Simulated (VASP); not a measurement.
# Y (Pm-3m) in VASP: a series of runs

Runs on Y. Level: r2SCAN. Tasks: single point.

All numbers are computed with VASP 6.6.1; they aren't measurements. Logs are shortened: lines on timing, memory, paths and dates and some standing lists are left out, and cuts for length are marked.

## 1. The cell of the first run

It takes space group Pm-3m (No. 221, cubic). The conventional cell has a = 3.377 Å, b = 3.377 Å, c = 3.377 Å, α = 90.00°, β = 90.00°, γ = 90.00°. Within 4.4 Å of Y (site symmetry m-3m) lie 6 Y at 3.38 Å.

## 2. Single point, r2SCAN, collinear spin, ferromagnetic start (volume scaled by 1.08)

The input, POSCAR:

```
Y
1.0
    3.3767971581      0.0000000000      0.0000000000
    0.0000000000      3.3767971581      0.0000000000
    0.0000000000      0.0000000000      3.3767971581
Y
1
Direct
    0.0000000000      0.0000000000      0.0000000000
```

The input, INCAR.step1:

```
SYSTEM = Y
ALGO     = Normal         ! electronic algorithm
EDIFF    = 1E-4           ! SCF threshold, eV
ENCUT    = 520            ! plane-wave cutoff, eV
GGA      = PE             ! functional
ISMEAR   = -1             ! smearing method
ISPIN    = 2              ! spin polarisation
LASPH    = .TRUE.         ! aspherical terms in the spheres
LCHARG   = .FALSE.        ! write CHGCAR
LMAXMIX  = 4              ! l up to which the mixer works
LREAL    = .FALSE.        ! projectors in reciprocal space
LWAVE    = .TRUE.         ! write WAVECAR
MAGMOM   = 0.594          ! initial moments
NBANDS   = 16             ! bands
NELM     = 150            ! most SCF steps
PREC     = Accurate       ! precision mode
SIGMA    = 0.05           ! smearing width, eV
```

The input, INCAR.step2:

```
SYSTEM = Y
ALGO     = Normal         ! electronic algorithm
EDIFF    = 1E-6           ! SCF threshold, eV
ENCUT    = 520            ! plane-wave cutoff, eV
ISIF     = 2              ! what is computed and relaxed
ISMEAR   = -1             ! smearing method
ISPIN    = 2              ! spin polarisation
ISTART   = 1            
LASPH    = .TRUE.         ! aspherical terms in the spheres
LCHARG   = .FALSE.        ! write CHGCAR
LMAXMIX  = 4              ! l up to which the mixer works
LMIXTAU  = .TRUE.       
LORBIT   = 11             ! projections on sites
LREAL    = .FALSE.        ! projectors in reciprocal space
LWAVE    = .FALSE.        ! write WAVECAR
MAGMOM   = 0.594          ! initial moments
METAGGA  = R2SCAN         ! meta-GGA
NBANDS   = 16             ! bands
NELM     = 150            ! most SCF steps
PREC     = Accurate       ! precision mode
SIGMA    = 0.05           ! smearing width, eV
```

The input, KPOINTS:

```
k-points
0
G
  11 11 11
  0 0 0
```

Potentials or basis: VASP PAW PBE potentials, release 64 (Y_sv).

Command:

```console
> cat potpaw_PBE.64/Y_sv/POTCAR > POTCAR
> cp INCAR.step1 INCAR
> mpirun -np 1 vasp_std > vasp.out
> cp INCAR.step2 INCAR
> mpirun -np 1 vasp_std > vasp.out
```

OUTCAR:

```text
SYSTEM = Y
   EDIFF = 1E-6
   ENCUT = 520
   ISIF = 2
   ISMEAR = -1
   ISPIN = 2
   ISTART = 1
   LASPH = .TRUE.
   LORBIT = 11
   LREAL = .FALSE.
   METAGGA = R2SCAN
   NELM = 150
   PREC = Accurate

 ion  position               nearest neighbor table
   1  0.000  0.000  0.000-

  LATTYP: Found a simple cubic cell.
 ALAT       =     3.3767971581

  Lattice vectors:

 A1 = (   3.3767971581,   0.0000000000,   0.0000000000)
 A2 = (   0.0000000000,   3.3767971581,   0.0000000000)
 A3 = (   0.0000000000,   0.0000000000,   3.3767971581)

Analysis of symmetry for initial positions (statically):
=====================================================================
 Subroutine PRICEL returns:
 Original cell was already a primitive cell.

 Routine SETGRP: Setting up the symmetry group for a
 simple cubic supercell.

 Subroutine GETGRP returns: Found 48 space group operations
 (whereof 48 operations were pure point group operations)
 out of a pool of 48 trial point group operations.

The static configuration has the point symmetry O_h .

Analysis of symmetry for dynamics (positions and initial velocities):
=====================================================================
 Subroutine PRICEL returns:
 Original cell was already a primitive cell.

 Routine SETGRP: Setting up the symmetry group for a
 simple cubic supercell.

 Subroutine GETGRP returns: Found 48 space group operations
 (whereof 48 operations were pure point group operations)
 out of a pool of 48 trial point group operations.

The dynamic configuration has the point symmetry O_h .

Analysis of structural, dynamic, and magnetic symmetry:
=====================================================================
 Subroutine PRICEL returns:
 Original cell was already a primitive cell.

 Routine SETGRP: Setting up the symmetry group for a
 simple cubic supercell.

 Subroutine GETGRP returns: Found 48 space group operations
 (whereof 48 operations were pure point group operations)
 out of a pool of 48 trial point group operations.

The overall configuration has the point symmetry O_h .

 Subroutine INISYM returns: Found 48 space group operations
 (whereof 48 operations are pure point group operations),
 and found     1 'primitive' translations

----------------------------------------------------------------------------------------

                                     Primitive cell

  volume of cell :      38.5048

  direct lattice vectors                    reciprocal lattice vectors
     3.376797158  0.000000000  0.000000000     0.296138605  0.000000000  0.000000000
     0.000000000  3.376797158  0.000000000     0.000000000  0.296138605  0.000000000
     0.000000000  0.000000000  3.376797158     0.000000000  0.000000000  0.296138605

  length of vectors
     3.376797158  3.376797158  3.376797158     0.296138605  0.296138605  0.296138605

  position of ions in fractional coordinates (direct lattice)
     0.000000000  0.000000000  0.000000000

  ion indices of the primitive-cell ions
   primitive index   ion index
                 1           1

----------------------------------------------------------------------------------------

 KPOINTS: k-points

Automatic generation of k-mesh.
 Grid dimensions read from file:
 generate k-points for:   11   11   11

 Generating k-lattice:

  Cartesian coordinates                     Fractional coordinates (reciprocal lattice)
     0.026921691  0.000000000  0.000000000     0.090909091  0.000000000  0.000000000
     0.000000000  0.026921691  0.000000000     0.000000000  0.090909091  0.000000000
     0.000000000  0.000000000  0.026921691     0.000000000  0.000000000  0.090909091

  Length of vectors
     0.026921691  0.026921691  0.026921691

  Shift w.r.t. Gamma in fractional coordinates (k-lattice)
     0.000000000  0.000000000  0.000000000

 Subroutine IBZKPT returns following result:
 ===========================================

 Found     56 irreducible k-points:

 Following reciprocal coordinates:
            Coordinates               Weight
  0.000000  0.000000  0.000000      1.000000
  0.090909  0.000000  0.000000      6.000000
  0.181818  0.000000  0.000000      6.000000
  0.272727  0.000000  0.000000      6.000000
  0.363636  0.000000  0.000000      6.000000
  0.454545  0.000000  0.000000      6.000000
[... 16 lines left out ...]
  0.181818  0.090909  0.090909     24.000000
  0.272727  0.090909  0.090909     24.000000
 [... further k-points ...]
   k-points           NKPTS =     56   k-points in BZ     NKDIM =     56   number of bands    NBANDS=     16
   number of dos      NEDOS =    301   number of ions     NIONS =      1
   total plane-waves  NPLWV =  21952
   dimension x,y,z NGX =    28 NGY =   28 NGZ =   28
   dimension x,y,z NGXF=    56 NGYF=   56 NGZF=   56
   ions per type =               1
   NGX,Y,Z   is equivalent  to a cutoff of  13.78, 13.78, 13.78 a.u.
   NGXF,Y,Z  is equivalent  to a cutoff of  27.57, 27.57, 27.57 a.u.
 SYSTEM =  Y
   PREC   = accura    normal or accurate (medium, high low for compatibility)
   ISTART =      1    job   : 0-new  1-cont  2-samecut
   ICHARG =      0    charge: 1-file 2-atom 10-const
   ISPIN  =      2    spin polarized calculation?
   LNONCOLLINEAR =      F non collinear calculations
   LSORBIT =      F    spin-orbit coupling
   LASPH  =      T    aspherical Exc in radial PAW
   ENCUT  =  520.0 eV  38.22 Ry    6.18 a.u.   6.28  6.28  6.28*2*pi/ulx,y,z
   NELM   =    150;   NELMIN=  2; NELMDL=  0     # of ELM steps
   EDIFF  = 0.1E-05   stopping-criterion for ELM
   LREAL  =      F    real-space projection
   EDIFFG = 0.1E-04   stopping-criterion for IOM
   NSW    =      0    number of steps for IOM
   IBRION =     -1    ionic relax: 0-MD 1-quasi-New 2-CG
   NFREE  =      0    steps in history (QN), initial steepest desc. (CG)
   ISIF   =      2    stress and relaxation
   ISYM   =      2    0-nonsym 1-usesym 2-fastsym
   POTIM  = 0.5000    time-step for ionic-motion
   TEBEG  =    0.0;   TEEND  =   0.0 temperature during run
   PSTRESS=    0.0 pullay stress
   NELECT =      11.0000    total number of electrons
   NUPDOWN=      -1.0000    fix difference up-down
   EMIN   =  10.00;   EMAX   =-10.00  energy-range for DOS
   EFERMI =   0.00;   METHOD = LEGACY
   ISMEAR =    -1;   SIGMA  =   0.05  broadening in eV -4-tet -1-fermi 0-gaus
   EFERMI_NEDOS =   21; number of points for ismear=-14 and -15
   IALGO  =     38    algorithm
   IMIX   =      4    mixing-type and parameters
     AMIX     =   0.40;   BMIX     =  1.00
     AMIX_MAG =   1.60;   BMIX_MAG =  1.00
  volume/ion in A,a.u.               =      38.50       259.84
  Fermi-wavevector in a.u.,A,eV,Ry     =   1.078204  2.037509 15.817084  1.162523
  Thomas-Fermi vector in A             =   2.214136
   LORBIT       =     11    0 simple, 1 ext, 2 COOP (PROOUT), +10 PAW based schemes
   METAGGA = R2SCAN    functional components
   LHFCALC =     F    Hartree Fock is set to
   AEXX    =    0.0000 exact exchange contribution
   IVDW    =     0    specifies the selected vdW correction
   LEPSILON=     F    determine dielectric tensor
   LRPA    =     F    only Hartree local field effects (RPA)
 spin polarized calculation
  energy-cutoff  :      520.00
  volume of cell :       38.50
 maximum number of plane-waves:      1052
 NGX is ok and might be reduce to    28
   NGX = 13   NGY = 13   NGZ = 13

 number of electron      11.0000001 magnetization       0.9222601

 Free energy of the ion-electron system (eV)
  ---------------------------------------------------
  ext. energy  EPLUGINS =         0.00000000
  ---------------------------------------------------
  free energy    TOTEN  =       -19.48893288 eV

  energy without entropy =      -19.47924881  energy(sigma->0) =      -19.48409084

 E-fermi :   2.2401     XC(G=0):  -9.3463

 val. band max:        2.2363705374   @ k =   0.4545   0.0909   0.0000
 cond. band min:       2.2926866030   @ k =   0.4545   0.0000   0.0000
 fundamental gap:      0.0563160656
 Fermi energy:         2.2401039496

 spin component 1

 k-point     1 :       0.0000    0.0000    0.0000
  band No.  band energies     occupation
      1     -42.5164      1.00000
      2     -21.5905      1.00000
      3     -21.5905      1.00000
      4     -21.5905      1.00000
      5      -2.5592      1.00000
      6       1.1283      1.00000
[... 8 lines left out ...]
     15      17.6759      0.00000
     16      17.6759      0.00000
[... 419 lines left out ...]
 k-point    24 :       0.2727    0.0909    0.0909
  band No.  band energies     occupation
      1     -42.4776      1.00000
      2     -21.9276      1.00000
      3     -21.6094      1.00000
      4     -21.6050      1.00000
      5      -1.0739      1.00000
      6       1.7015      0.99998
[... 8 lines left out ...]
     15      18.0925      0.00000
     16      19.0787      0.00000

 [... further k-points ...]

 spin component 2

 k-point     1 :       0.0000    0.0000    0.0000
  band No.  band energies     occupation
      1     -42.1722      1.00000
      2     -21.2173      1.00000
      3     -21.2173      1.00000
      4     -21.2172      1.00000
      5      -1.8950      1.00000
      6       2.7993      0.00001
[... 8 lines left out ...]
     15      18.3409      0.00000
     16      18.3409      0.00000
[... 419 lines left out ...]
 k-point    24 :       0.2727    0.0909    0.0909
  band No.  band energies     occupation
      1     -42.1404      1.00000
      2     -21.4932      1.00000
      3     -21.2286      1.00000
      4     -21.2243      1.00000
      5      -0.3870      1.00000
      6       3.3632      0.00000
[... 8 lines left out ...]
     15      19.0413      0.00000
     16      19.8275      0.00000

 [... further k-points ...]

------------------------ aborting loop because EDIFF is reached ----------------------------------------

  FORCE on cell =-STRESS in cart. coord.  units (eV):
  Direction    XX          YY          ZZ          XY          YZ          ZX
  --------------------------------------------------------------------------------------
  -------------------------------------------------------------------------------------
  Total       -0.4735386     -0.4735386     -0.4735386      0.0000000     -0.0000000      0.0000000
  in kB      -19.7038492    -19.7038492    -19.7038492      0.0000000     -0.0000000      0.0000000
  external PRESSURE =     -19.7038492 kB  Pullay stress =       0.0000000 kB

 VOLUME and BASIS-vectors are now :
 -----------------------------------------------------------------------------
  energy-cutoff  :      520.00
  volume of cell :       38.50
      direct lattice vectors                 reciprocal lattice vectors
     3.376797158  0.000000000  0.000000000     0.296138605  0.000000000  0.000000000
     0.000000000  3.376797158  0.000000000     0.000000000  0.296138605  0.000000000
     0.000000000  0.000000000  3.376797158     0.000000000  0.000000000  0.296138605

 POSITION                                       TOTAL-FORCE (eV/Angst)
 -----------------------------------------------------------------------------------
      0.00000      0.00000      0.00000         0.000000      0.000000      0.000000
 -----------------------------------------------------------------------------------
    total drift:                               -0.000000      0.000000     -0.000000

  FREE ENERGIE OF THE ION-ELECTRON SYSTEM (eV)
  ---------------------------------------------------
  free  energy   TOTEN  =       -19.4889328824 eV

  energy  without entropy=      -19.4792488051  energy(sigma->0) =      -19.48409084

 total charge

# of ion       s       p       d       f       tot
--------------------------------------------------
    1        2.249   6.176   0.936   0.005   9.366

 magnetization (x)

# of ion       s       p       d       f       tot
--------------------------------------------------
    1        0.063   0.076   0.502   0.002   0.643
```

Wall time 3.5 min (1 thread of Intel Xeon Platinum 8259CL at 2.50GHz (Skylake/Cascade Lake), shared host); peak memory 0.23 GiB.

Results:

```
Free energy                                           : -19.4889 eV
Pressure                                              : -2.0 GPa
Net moment                                            : 0.92 μB per cell
Site moments                                          : Y +0.64 μB
Valence electrons inside the program's atomic spheres : Y 9.37
```

Caveat: the PAW data sets were made with another functional, which shifts forces and pressure a little.

## 3. Single point, r2SCAN, collinear spin, ferromagnetic start (volume scaled by 1.12)

The input, POSCAR:

```
Y
1.0
    3.4179816702      0.0000000000      0.0000000000
    0.0000000000      3.4179816702      0.0000000000
    0.0000000000      0.0000000000      3.4179816702
Y
1
Direct
    0.0000000000      0.0000000000      0.0000000000
```

The input, INCAR.step1:

```
  PREC = Accurate
  ENCUT = 520
  ISMEAR = -1
  SIGMA = 0.05
  LREAL = F
  LASPH = T
  NELM = 150
  ISPIN = 2
  MAGMOM = 0.594
  LMAXMIX = 4
  NBANDS = 16
  GGA = PE
  ALGO = Normal
  EDIFF = 1E-4
  LWAVE = T
  LCHARG = F
```

The input, INCAR.step2:

```
  PREC = Accurate
  ENCUT = 520
  EDIFF = 1E-6
  ISMEAR = -1
  SIGMA = 0.05
  LREAL = F
  LASPH = T
  NELM = 150
  ALGO = Normal
  ISIF = 2
  LWAVE = F
  LCHARG = F
  ISPIN = 2
  MAGMOM = 0.594
  LORBIT = 11
  LMAXMIX = 4
  METAGGA = R2SCAN
  LMIXTAU = T
  NBANDS = 16
  ISTART = 1
```

The input, KPOINTS:

```
regular mesh
0
Gamma
  11 11 11
```

Potentials or basis: VASP PAW PBE potentials, release 64 (Y_sv).

Command:

```console
> cat potpaw_PBE.64/Y_sv/POTCAR > POTCAR
> cp INCAR.step1 INCAR
> mpirun -np 1 vasp_std > vasp.out
> cp INCAR.step2 INCAR
> mpirun -np 1 vasp_std > vasp.out
```

Wall time 3.9 min (1 thread of Intel Xeon Platinum 8259CL at 2.50GHz (Skylake/Cascade Lake), shared host); peak memory 0.23 GiB.

It converged, with:

```yaml
Free_energy: -19.4684 eV
Pressure: -2.7 GPa
Net_moment: 0.91 μB per cell
Site_moments: Y +0.63 μB
Valence_electrons_inside_the_program's_atomic_spheres: Y 9.33
```

Levels at points of the mesh, in eV from the Fermi level:
Spin up:
```
           k point  band 3  band 4  band 5  band 6  band 7  band 8  band 9  band 10
(0.00, 0.00, 0.00)  -23.91  -23.91   -4.72   -1.07   -1.07    4.92    4.92     4.92
```
Spin down:
| k point | band 2 | band 3 | band 4 | band 5 | band 6 | band 7 | band 8 | band 9 |
| --- | --- | --- | --- | --- | --- | --- | --- | --- |
| (0.00, 0.00, 0.00) | -23.54 | -23.54 | -23.54 | -4.08 | 0.60 | 0.60 | 5.17 | 5.17 |

Caveat: the PAW data sets were made with another functional, which shifts forces and pressure a little.
